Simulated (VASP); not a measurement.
# AlN (Fm-3m) in VASP: a series of runs, part 2 of 2

VASP 6.6.1. Earlier steps stand in the parts before.

### Step 4. Electric field gradients, LDA (volume scaled by 1.02)

The input, INCAR:

```
  PREC = Accurate
  ENCUT = 520
  EDIFF = 1E-8
  ISMEAR = -1
  SIGMA = 0.02
  LREAL = False
  LASPH = True
  NELM = 80
  ALGO = Normal
  ISIF = 2
  LWAVE = False
  LCHARG = False
  LEFG = True
  NBANDS = 11
```

The input, KPOINTS:

```
Automatic mesh
0
Gamma
  10 10 10
```

The input, POSCAR:

```
AlN
1.0
    0.0000000000      1.9910997195      1.9910997195
    1.9910997195      0.0000000000      1.9910997195
    1.9910997195      1.9910997195      0.0000000000
Al N
1 1
Direct
    0.0000000000      0.0000000000      0.0000000000
    0.5000000000      0.5000000000      0.5000000000
```

Potentials or basis: VASP PAW LDA potentials, release 64 (Al, N).

The run is started by

```
cat potpaw_LDA.64/Al/POTCAR potpaw_LDA.64/N/POTCAR > POTCAR
mpirun -np 1 vasp_std > vasp.out
```

OUTCAR:

```text
PREC = Accurate
   ENCUT = 520
   EDIFF = 1E-8
   ISMEAR = -1
   LREAL = False
   LASPH = True
   NELM = 80
   ISIF = 2

 ion  position               nearest neighbor table
   1  0.000  0.000  0.000-   2 1.99   2 1.99   2 1.99   2 1.99   2 1.99   2 1.99
   2  0.500  0.500  0.500-   1 1.99   1 1.99   1 1.99   1 1.99   1 1.99   1 1.99

  LATTYP: Found a face centered cubic cell.
 ALAT       =     3.9821994390

  Lattice vectors:

 A1 = (   0.0000000000,   1.9910997195,   1.9910997195)
 A2 = (   1.9910997195,   0.0000000000,   1.9910997195)
 A3 = (   1.9910997195,   1.9910997195,   0.0000000000)

Analysis of symmetry for initial positions (statically):
=====================================================================
 Subroutine PRICEL returns:
 Original cell was already a primitive cell.

 Routine SETGRP: Setting up the symmetry group for a
 face centered cubic supercell.

 Subroutine GETGRP returns: Found 48 space group operations
 (whereof 48 operations were pure point group operations)
[... 524 lines left out ...]
     0.000000000  1.991099719  1.991099719    -0.251117508  0.251117508  0.251117508
     1.991099719  0.000000000  1.991099719     0.251117508 -0.251117508  0.251117508
     1.991099719  1.991099719  0.000000000     0.251117508  0.251117508 -0.251117508

 POSITION                                       TOTAL-FORCE (eV/Angst)
 -----------------------------------------------------------------------------------
      0.00000      0.00000      0.00000         0.000000     -0.000000      0.000000
      1.99110      1.99110      1.99110        -0.000000      0.000000     -0.000000
 -----------------------------------------------------------------------------------
    total drift:                               -0.000000     -0.000000      0.000000

  FREE ENERGIE OF THE ION-ELECTRON SYSTEM (eV)
  ---------------------------------------------------
  free  energy   TOTEN  =       -16.2222884403 eV

  energy  without entropy=      -16.2222884403  energy(sigma->0) =      -16.22228844

 Electric field gradients (V/A^2)
---------------------------------------------------------------------
 ion       V_xx      V_yy      V_zz      V_xy      V_xz      V_yz
---------------------------------------------------------------------
   1      -0.000     0.000     0.000     0.000     0.000     0.000
   2       0.000     0.000    -0.000     0.000     0.000     0.000
---------------------------------------------------------------------

 Electric field gradients after diagonalization (V/A^2)
 (convention: |V_zz| > |V_xx| > |V_yy|)
----------------------------------------------------------------------
 ion       V_xx      V_yy      V_zz     asymmetry (V_yy - V_xx)/ V_zz
----------------------------------------------------------------------
   1      -0.000    -0.000     0.000       0.000
   2      -0.000    -0.000     0.001       0.000
----------------------------------------------------------------------

           NMR quadrupolar parameters

 Cq : quadrupolar parameter    Cq=e*Q*V_zz/h
 eta: asymmetry parameters     (V_yy - V_xx)/ V_zz
 Q  : nuclear electric quadrupole moment in mb (millibarn)
----------------------------------------------------------------------
 ion       Cq(MHz)       eta       Q (mb)
----------------------------------------------------------------------
   1       0.000       0.000       1.000
   2       0.000       0.000       1.000
----------------------------------------------------------------------
```

OSZICAR:

```text
N       E                     dE             d eps       ncg     rms          rms(c)
DAV:   1     0.642672779669E+01    0.64267E+01   -0.40074E+03  1101   0.619E+02
DAV:   2    -0.175998062484E+02   -0.24027E+02   -0.23009E+02  1251   0.128E+02
DAV:   3    -0.181486246108E+02   -0.54882E+00   -0.54798E+00  1245   0.162E+01
DAV:   4    -0.181502751429E+02   -0.16505E-02   -0.16505E-02  1145   0.108E+00
DAV:   5    -0.181502836927E+02   -0.85499E-05   -0.85500E-05  1208   0.730E-02    0.788E+00
DAV:   6    -0.162827609445E+02    0.18675E+01   -0.80633E+00  1091   0.149E+01    0.285E+00
DAV:   7    -0.162414435309E+02    0.41317E-01   -0.13870E-01  1184   0.257E+00    0.176E+00
DAV:   8    -0.162223918007E+02    0.19052E-01   -0.12991E-02  1082   0.105E+00    0.257E-01
DAV:   9    -0.162222874152E+02    0.10439E-03   -0.54699E-04  1169   0.134E-01    0.151E-01
DAV:  10    -0.162222888075E+02   -0.13923E-05   -0.19235E-05  1121   0.320E-02    0.242E-02
DAV:  11    -0.162222884493E+02    0.35819E-06   -0.57162E-07  1189   0.555E-03    0.484E-03
DAV:  12    -0.162222884403E+02    0.89554E-08   -0.35297E-08  1121   0.133E-03
   1 F= -.16222288E+02 E0= -.16222288E+02  d E =-.195236E-11
```

stdout:

```text
POSCAR found type information on POSCAR AlN
 POSCAR found :  2 types and       2 ions
 scaLAPACK will be used
 LDA part: xc-table for (Slater(with rela. corr.)+CA(PZ))
 , standard interpolation
 POSCAR, INCAR and KPOINTS ok, starting setup
 FFT: planning ... GRIDC
 FFT: planning ... GRID_SOFT
 FFT: planning ... GRID
 WAVECAR not read
 entering main loop
ion   1

ion   2
```

It took 2.9 s on 1 thread of Intel Xeon 6975P-C (Granite Rapids), shared host; peak memory 0.12 GiB.

Results:

| Item | Value |
| --- | --- |
| Free energy | -16.2223 eV |
| Pressure | 7.0 GPa |
| Band gap on the k mesh | 4.91 eV, indirect (least direct gap 6.45 eV) |

Caveat: without QUAD_EFG the Cq values of the log hold for a quadrupole moment of 1 mb, not for the nuclei. A k mesh can miss the band edges.

### Step 5. Electric field gradients, LDA (volume scaled by 1.02)

The input, INCAR:

```
SYSTEM = AlN
PREC = Accurate ; ENCUT = 520
EDIFF = 1E-8 ; ISMEAR = -1
SIGMA = 0.02 ; LREAL = .False.
LASPH = .True. ; NELM = 100
ALGO = Normal ; ISIF = 2
LWAVE = .False. ; LCHARG = .False.
GGA = CA ; LEFG = .True.
NBANDS = 11
```

The input, KPOINTS:

```
regular mesh
0
Gamma
  10 10 10
  0 0 0
```

POSCAR is that of step 4.

Potentials or basis: VASP PAW LDA potentials, release 64 (Al, N).

The run is started by

```
cat potpaw_LDA.64/Al/POTCAR potpaw_LDA.64/N/POTCAR > POTCAR
mpirun -np 1 vasp_std > vasp.out
```

OUTCAR:

```text
SYSTEM = AlN
   PREC = Accurate
   ENCUT = 520
   EDIFF = 1E-8
   ISMEAR = -1
   LREAL = .False.
   LASPH = .True.
   NELM = 100
   ISIF = 2
   GGA = CA

 ion  position               nearest neighbor table
   1  0.000  0.000  0.000-   2 1.99   2 1.99   2 1.99   2 1.99   2 1.99   2 1.99
   2  0.500  0.500  0.500-   1 1.99   1 1.99   1 1.99   1 1.99   1 1.99   1 1.99

  LATTYP: Found a face centered cubic cell.
 ALAT       =     3.9821994390

  Lattice vectors:

 A1 = (   0.0000000000,   1.9910997195,   1.9910997195)
 A2 = (   1.9910997195,   0.0000000000,   1.9910997195)
 A3 = (   1.9910997195,   1.9910997195,   0.0000000000)

Analysis of symmetry for initial positions (statically):
=====================================================================
 Subroutine PRICEL returns:
 Original cell was already a primitive cell.

 Routine SETGRP: Setting up the symmetry group for a
 face centered cubic supercell.

 Subroutine GETGRP returns: Found 48 space group operations
 (whereof 48 operations were pure point group operations)
 out of a pool of 48 trial point group operations.

The static configuration has the point symmetry O_h .

Analysis of symmetry for dynamics (positions and initial velocities):
=====================================================================
 Subroutine PRICEL returns:
 Original cell was already a primitive cell.

 Routine SETGRP: Setting up the symmetry group for a
 face centered cubic supercell.

 Subroutine GETGRP returns: Found 48 space group operations
 (whereof 48 operations were pure point group operations)
 out of a pool of 48 trial point group operations.

The dynamic configuration has the point symmetry O_h .

[... 163 lines left out ...]
      9      27.8297      0.00000
     10      28.2827      0.00000
     11      28.2827      0.00000
[... 309 lines left out ...]
 k-point    24 :       0.4000    0.3000    0.0000
  band No.  band energies     occupation
      1      -4.2954      2.00000
      2       4.3026      2.00000
      3       7.3716      2.00000
      4       7.9174      2.00000
      5      16.5746      0.00000
      6      17.3276      0.00000
      7      22.9460      0.00000
      8      26.2761      0.00000
      9      27.0872      0.00000
     10      32.4583      0.00000
     11      35.4702      0.00000

 [... further k-points ...]
[... 5 lines left out ...]
  --------------------------------------------------------------------------------------
  -------------------------------------------------------------------------------------
  Total        0.6860201      0.6860201      0.6860201      0.0000000      0.0000000      0.0000000
  in kB       69.6207029     69.6207029     69.6207029      0.0000000      0.0000000      0.0000000
  external PRESSURE =      69.6207029 kB  Pullay stress =       0.0000000 kB

 VOLUME and BASIS-vectors are now :
 -----------------------------------------------------------------------------
  energy-cutoff  :      520.00
  volume of cell :       15.79
      direct lattice vectors                 reciprocal lattice vectors
     0.000000000  1.991099719  1.991099719    -0.251117508  0.251117508  0.251117508
     1.991099719  0.000000000  1.991099719     0.251117508 -0.251117508  0.251117508
     1.991099719  1.991099719  0.000000000     0.251117508  0.251117508 -0.251117508

 POSITION                                       TOTAL-FORCE (eV/Angst)
 -----------------------------------------------------------------------------------
      0.00000      0.00000      0.00000         0.000000     -0.000000      0.000000
      1.99110      1.99110      1.99110        -0.000000      0.000000     -0.000000
 -----------------------------------------------------------------------------------
    total drift:                               -0.000000     -0.000000      0.000000

  FREE ENERGIE OF THE ION-ELECTRON SYSTEM (eV)
  ---------------------------------------------------
  free  energy   TOTEN  =       -16.2222884403 eV

  energy  without entropy=      -16.2222884403  energy(sigma->0) =      -16.22228844

 Electric field gradients (V/A^2)
---------------------------------------------------------------------
 ion       V_xx      V_yy      V_zz      V_xy      V_xz      V_yz
---------------------------------------------------------------------
   1      -0.000     0.000     0.000     0.000     0.000     0.000
   2       0.000     0.000    -0.000     0.000     0.000     0.000
---------------------------------------------------------------------

 Electric field gradients after diagonalization (V/A^2)
 (convention: |V_zz| > |V_xx| > |V_yy|)
----------------------------------------------------------------------
 ion       V_xx      V_yy      V_zz     asymmetry (V_yy - V_xx)/ V_zz
----------------------------------------------------------------------
   1      -0.000    -0.000     0.000       0.000
   2      -0.000    -0.000     0.001       0.000
----------------------------------------------------------------------

           NMR quadrupolar parameters

 Cq : quadrupolar parameter    Cq=e*Q*V_zz/h
 eta: asymmetry parameters     (V_yy - V_xx)/ V_zz
 Q  : nuclear electric quadrupole moment in mb (millibarn)
----------------------------------------------------------------------
 ion       Cq(MHz)       eta       Q (mb)
----------------------------------------------------------------------
   1       0.000       0.000       1.000
   2       0.000       0.000       1.000
----------------------------------------------------------------------
```

OSZICAR:

```text
N       E                     dE             d eps       ncg     rms          rms(c)
DAV:   1     0.642672779669E+01    0.64267E+01   -0.40074E+03  1101   0.619E+02
DAV:   2    -0.175998062484E+02   -0.24027E+02   -0.23009E+02  1251   0.128E+02
DAV:   3    -0.181486246108E+02   -0.54882E+00   -0.54798E+00  1245   0.162E+01
DAV:   4    -0.181502751429E+02   -0.16505E-02   -0.16505E-02  1145   0.108E+00
DAV:   5    -0.181502836927E+02   -0.85499E-05   -0.85500E-05  1208   0.730E-02    0.788E+00
DAV:   6    -0.162827609445E+02    0.18675E+01   -0.80633E+00  1091   0.149E+01    0.285E+00
DAV:   7    -0.162414435309E+02    0.41317E-01   -0.13870E-01  1184   0.257E+00    0.176E+00
DAV:   8    -0.162223918007E+02    0.19052E-01   -0.12991E-02  1082   0.105E+00    0.257E-01
DAV:   9    -0.162222874152E+02    0.10439E-03   -0.54699E-04  1169   0.134E-01    0.151E-01
DAV:  10    -0.162222888075E+02   -0.13923E-05   -0.19235E-05  1121   0.320E-02    0.242E-02
DAV:  11    -0.162222884493E+02    0.35819E-06   -0.57162E-07  1189   0.555E-03    0.484E-03
DAV:  12    -0.162222884403E+02    0.89554E-08   -0.35297E-08  1121   0.133E-03
   1 F= -.16222288E+02 E0= -.16222288E+02  d E =-.195236E-11
```

stdout:

```text
POSCAR found type information on POSCAR AlN
 POSCAR found :  2 types and       2 ions
 scaLAPACK will be used
 LDA part: xc-table for (Slater(with rela. corr.)+CA(PZ))
 , standard interpolation
 POSCAR, INCAR and KPOINTS ok, starting setup
 FFT: planning ... GRIDC
 FFT: planning ... GRID_SOFT
 FFT: planning ... GRID
 WAVECAR not read
 entering main loop
ion   1

ion   2
```

Wall time 2.7 s (1 thread of Intel Xeon 6975P-C (Granite Rapids), shared host); peak memory 0.12 GiB.

What came out:

- Free energy: -16.2223 eV
- Pressure: 7.0 GPa
- Band gap on the k mesh: 4.91 eV, indirect (least direct gap 6.45 eV)

Caveat: without QUAD_EFG the Cq values of the log hold for a quadrupole moment of 1 mb, not for the nuclei.
